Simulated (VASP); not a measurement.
# Sn in VASP: further runs

The runs below take Sn through single point, with LDA.

Program: VASP 6.6.1. These are calculated values, not measurements. Logs are shortened: lines on timing, memory, paths and dates and some standing lists are left out, and cuts for length are marked.

### Step 1. The cell of the first run

The typed cell holds 1 atom: a = 3.029 Å, b = 3.029 Å, c = 3.029 Å, α = 119.98°, β = 119.98°, γ = 90.03°.

### Step 2. Single point, LDA

File INCAR:

```
  ALGO = Normal
  EDIFF = 1E-7
  ENCUT = 520
  GGA = CA
  ISIF = 2
  ISMEAR = -1
  LASPH = True
  LCHARG = False
  LREAL = False
  LWAVE = False
  NBANDS = 13
  NELM = 100
  PREC = Accurate
  SIGMA = 0.05
```

File KPOINTS:

```
k-points
0
Gamma
  11 11 11
```

File POSCAR:

```
Sn
1.0
   -1.5149787633      1.5150063973      2.1412996278
    1.5149787633     -1.5150063973      2.1412996278
    1.5149787633      1.5150063973     -2.1412996278
Sn
1
Direct
    0.0000000000      0.0000000000      0.0000000000
```

Potentials or basis: VASP PAW LDA potentials, release 64 (Sn_d).

On the command line:

```
> cat potpaw_LDA.64/Sn_d/POTCAR > POTCAR
> mpirun -np 1 vasp_std > vasp.out
```

OUTCAR:

```text
EDIFF = 1E-7
   ENCUT = 520
   GGA = CA
   ISIF = 2
   ISMEAR = -1
   LASPH = True
   LREAL = False
   NELM = 100
   PREC = Accurate

 ion  position               nearest neighbor table
   1  0.000  0.000  0.000-

  LATTYP: Found a body centered orthorhombic cell.
 ALAT       =     3.0299575266
 B/A-ratio  =     1.0000182405
 C/A-ratio  =     1.4134189070

  Lattice vectors:

 A1 = (  -1.5149787633,   1.5150063973,   2.1412996278)
 A2 = (   1.5149787633,  -1.5150063973,   2.1412996278)
 A3 = (   1.5149787633,   1.5150063973,  -2.1412996278)

Analysis of symmetry for initial positions (statically):
=====================================================================
 Subroutine PRICEL returns:
 Original cell was already a primitive cell.

 Routine SETGRP: Setting up the symmetry group for a
 body centered orthorhombic supercell.

 Subroutine GETGRP returns: Found  8 space group operations
 (whereof  8 operations were pure point group operations)
 out of a pool of  8 trial point group operations.

The static configuration has the point symmetry D_2h.

Analysis of symmetry for dynamics (positions and initial velocities):
=====================================================================
 Subroutine PRICEL returns:
 Original cell was already a primitive cell.

 Routine SETGRP: Setting up the symmetry group for a
 body centered orthorhombic supercell.

 Subroutine GETGRP returns: Found  8 space group operations
 (whereof  8 operations were pure point group operations)
 out of a pool of  8 trial point group operations.

The dynamic configuration has the point symmetry D_2h.

 Subroutine INISYM returns: Found  8 space group operations
 (whereof  8 operations are pure point group operations),
 and found     1 'primitive' translations

----------------------------------------------------------------------------------------

                                     Primitive cell

  volume of cell :      19.6589

  direct lattice vectors                    reciprocal lattice vectors
    -1.514978763  1.515006397  2.141299628     0.000000000  0.330031610  0.233503053
     1.514978763 -1.515006397  2.141299628     0.330037630  0.000000000  0.233503053
     1.514978763  1.515006397 -2.141299628     0.330037630  0.330031610  0.000000000

  length of vectors
     3.029120191  3.029120191  3.029120191     0.404282746  0.404287661  0.466739435

  position of ions in fractional coordinates (direct lattice)
     0.000000000  0.000000000  0.000000000

  ion indices of the primitive-cell ions
   primitive index   ion index
                 1           1

----------------------------------------------------------------------------------------

 KPOINTS: k-points

Automatic generation of k-mesh.
 Grid dimensions read from file:
 generate k-points for:   11   11   11

 Generating k-lattice:

  Cartesian coordinates                     Fractional coordinates (reciprocal lattice)
     0.000000000  0.030002874  0.021227550     0.090909091  0.000000000  0.000000000
     0.030003421  0.000000000  0.021227550     0.000000000  0.090909091  0.000000000
     0.030003421  0.030002874  0.000000000     0.000000000  0.000000000  0.090909091

  Length of vectors
     0.036752977  0.036753424  0.042430858

  Shift w.r.t. Gamma in fractional coordinates (k-lattice)
     0.000000000  0.000000000  0.000000000

 Subroutine IBZKPT returns following result:
 ===========================================

 Found    216 irreducible k-points:

 Following reciprocal coordinates:
            Coordinates               Weight
  0.000000  0.000000  0.000000      1.000000
  0.090909  0.000000 -0.000000      4.000000
  0.181818  0.000000 -0.000000      4.000000
  0.272727  0.000000 -0.000000      4.000000
  0.363636  0.000000 -0.000000      4.000000
  0.454545  0.000000  0.000000      4.000000
[... 16 lines left out ...]
  0.454545  0.181818 -0.000000      8.000000
 -0.454545  0.181818  0.000000      8.000000
 [... further k-points ...]
   k-points           NKPTS =    216   k-points in BZ     NKDIM =    216   number of bands    NBANDS=     13
   number of dos      NEDOS =    301   number of ions     NIONS =      1
   total plane-waves  NPLWV =  13824
   dimension x,y,z NGX =    24 NGY =   24 NGZ =   24
   dimension x,y,z NGXF=    48 NGYF=   48 NGZF=   48
   ions per type =               1
   NGX,Y,Z   is equivalent  to a cutoff of  13.17, 13.17, 13.17 a.u.
   NGXF,Y,Z  is equivalent  to a cutoff of  26.34, 26.34, 26.34 a.u.
 SYSTEM =  unknown system
   PREC   = accura    normal or accurate (medium, high low for compatibility)
   ISTART =      0    job   : 0-new  1-cont  2-samecut
   ICHARG =      2    charge: 1-file 2-atom 10-const
   ISPIN  =      1    spin polarized calculation?
   LNONCOLLINEAR =      F non collinear calculations
   LSORBIT =      F    spin-orbit coupling
   LASPH  =      T    aspherical Exc in radial PAW
   ENCUT  =  520.0 eV  38.22 Ry    6.18 a.u.   5.63  5.63  5.63*2*pi/ulx,y,z
   NELM   =    100;   NELMIN=  2; NELMDL= -5     # of ELM steps
   EDIFF  = 0.1E-06   stopping-criterion for ELM
   LREAL  =      F    real-space projection
   EDIFFG = 0.1E-05   stopping-criterion for IOM
   NSW    =      0    number of steps for IOM
   IBRION =     -1    ionic relax: 0-MD 1-quasi-New 2-CG
   NFREE  =      0    steps in history (QN), initial steepest desc. (CG)
   ISIF   =      2    stress and relaxation
   ISYM   =      2    0-nonsym 1-usesym 2-fastsym
   POTIM  = 0.5000    time-step for ionic-motion
   TEBEG  =    0.0;   TEEND  =   0.0 temperature during run
   PSTRESS=    0.0 pullay stress
   NELECT =      14.0000    total number of electrons
   NUPDOWN=      -1.0000    fix difference up-down
   EMIN   =  10.00;   EMAX   =-10.00  energy-range for DOS
   EFERMI =   0.00;   METHOD = LEGACY
   ISMEAR =    -1;   SIGMA  =   0.05  broadening in eV -4-tet -1-fermi 0-gaus
   EFERMI_NEDOS =   21; number of points for ismear=-14 and -15
   IALGO  =     38    algorithm
   IMIX   =      4    mixing-type and parameters
     AMIX     =   0.40;   BMIX     =  1.00
     AMIX_MAG =   1.60;   BMIX_MAG =  1.00
  volume/ion in A,a.u.               =      19.66       132.66
  Fermi-wavevector in a.u.,A,eV,Ry     =   1.461946  2.762678 29.079547  2.137286
  Thomas-Fermi vector in A             =   2.578218
   LORBIT       =      0    0 simple, 1 ext, 2 COOP (PROOUT), +10 PAW based schemes
   GGA     = CA    functional components
   LHFCALC =     F    Hartree Fock is set to
   AEXX    =    0.0000 exact exchange contribution
   IVDW    =     0    specifies the selected vdW correction
   LEPSILON=     F    determine dielectric tensor
   LRPA    =     F    only Hartree local field effects (RPA)
 non-spin polarized calculation
  energy-cutoff  :      520.00
  volume of cell :       19.66
 maximum number of plane-waves:       538
   NGX = 11   NGY = 11   NGZ = 11

 number of electron      14.0000006 magnetization

 Free energy of the ion-electron system (eV)
  ---------------------------------------------------
  ext. energy  EPLUGINS =         0.00000000
  ---------------------------------------------------
  free energy    TOTEN  =        -3.99395018 eV

  energy without entropy =       -3.99066122  energy(sigma->0) =       -3.99230570

 E-fermi :  12.5118     XC(G=0): -12.2201

 val. band max:       12.4433147628   @ k =  -0.4545   0.4545   0.1818
 cond. band min:      12.5766266135   @ k =  -0.3636  -0.1818   0.1818
 fundamental gap:      0.1333118507
 Fermi energy:        12.5117511245

 k-point     1 :       0.0000    0.0000    0.0000
  band No.  band energies     occupation
      1      -9.3459      2.00000
      2      -9.3458      2.00000
      3      -9.3449      2.00000
      4      -9.1271      2.00000
      5      -9.1260      2.00000
      6      -1.4645      2.00000
      7      22.9624      0.00000
      8      22.9639      0.00000
      9      22.9645      0.00000
     10      23.3211      0.00000
     11      26.7508      0.00000
     12      26.7514      0.00000
     13      26.7524      0.00000

 k-point     2 :       0.0909    0.0000   -0.0000
  band No.  band energies     occupation
      1      -9.3475      2.00000
      2      -9.3283      2.00000
      3      -9.3277      2.00000
      4      -9.1284      2.00000
      5      -9.1274      2.00000
      6      -1.2427      2.00000
      7      20.4173      0.00000
      8      22.5754      0.00000
      9      22.5757      0.00000
     10      23.2745      0.00000
     11      27.4051      0.00000
     12      27.4060      0.00000
     13      28.2641      0.00000

 k-point     3 :       0.1818    0.0000   -0.0000
  band No.  band energies     occupation
      1      -9.3553      2.00000
      2      -9.2969      2.00000
      3      -9.2963      2.00000
      4      -9.1157      2.00000
      5      -9.1151      2.00000
      6      -0.5706      2.00000
      7      16.6605      0.00000
      8      21.8289      0.00000
      9      21.8328      0.00000
     10      23.2764      0.00000
     11      27.6605      0.00000
     12      28.0080      0.00000
     13      28.0271      0.00000
[... 305 lines left out ...]
 k-point    23 :       0.4545    0.1818   -0.0000
  band No.  band energies     occupation
      1      -9.4023      2.00000
      2      -9.2889      2.00000
      3      -9.2194      2.00000
      4      -9.0422      2.00000
      5      -8.9347      2.00000
      6       5.5850      2.00000
      7       6.9332      2.00000
      8      15.4281      0.00000
      9      18.1733      0.00000
     10      20.9247      0.00000
     11      28.0367      0.00000
     12      28.4933      0.00000
     13      31.2921      0.00000

 k-point    24 :      -0.4545    0.1818    0.0000
  band No.  band energies     occupation
      1      -9.4231      2.00000
      2      -9.2935      2.00000
      3      -9.2028      2.00000
      4      -9.0709      2.00000
      5      -8.9241      2.00000
      6       3.5861      2.00000
      7       9.4740      2.00000
      8      16.4567      0.00000
      9      17.6776      0.00000
     10      20.6564      0.00000
     11      27.8855      0.00000
     12      28.8572      0.00000
     13      29.4952      0.00000

 [... further k-points ...]
[... 5 lines left out ...]
  --------------------------------------------------------------------------------------
  -------------------------------------------------------------------------------------
  Total        3.7060354      3.7054963      3.7123456     -0.0000000      0.0000000      0.0000000
  in kB      302.0380830    301.9941407    302.5523528     -0.0000000      0.0000000      0.0000000
  external PRESSURE =     302.1948588 kB  Pullay stress =       0.0000000 kB

 VOLUME and BASIS-vectors are now :
 -----------------------------------------------------------------------------
  energy-cutoff  :      520.00
  volume of cell :       19.66
      direct lattice vectors                 reciprocal lattice vectors
    -1.514978763  1.515006397  2.141299628     0.000000000  0.330031610  0.233503053
     1.514978763 -1.515006397  2.141299628     0.330037630  0.000000000  0.233503053
     1.514978763  1.515006397 -2.141299628     0.330037630  0.330031610  0.000000000

 POSITION                                       TOTAL-FORCE (eV/Angst)
 -----------------------------------------------------------------------------------
      0.00000      0.00000      0.00000        -0.000000     -0.000000     -0.000000
 -----------------------------------------------------------------------------------
    total drift:                                0.000000      0.000000     -0.000000

  FREE ENERGIE OF THE ION-ELECTRON SYSTEM (eV)
  ---------------------------------------------------
  free  energy   TOTEN  =        -3.9939501812 eV

  energy  without entropy=       -3.9906612162  energy(sigma->0) =       -3.99230570
```

Wall time 24 s (1 thread of Intel Xeon Platinum 8375C at 2.90GHz (Ice Lake), shared host); peak memory 0.16 GiB.

Results:

```yaml
Free_energy: -3.9940 eV
Pressure: 30.2 GPa
Band_gap_on_the_k_mesh: zero (band 7 reaches 22.96 eV, above the bottom of band 8 at 9.89 eV)
```

Caveat: spin-orbit coupling is left out, which moves the levels of the heavy elements.

[end of part 1 of 2]
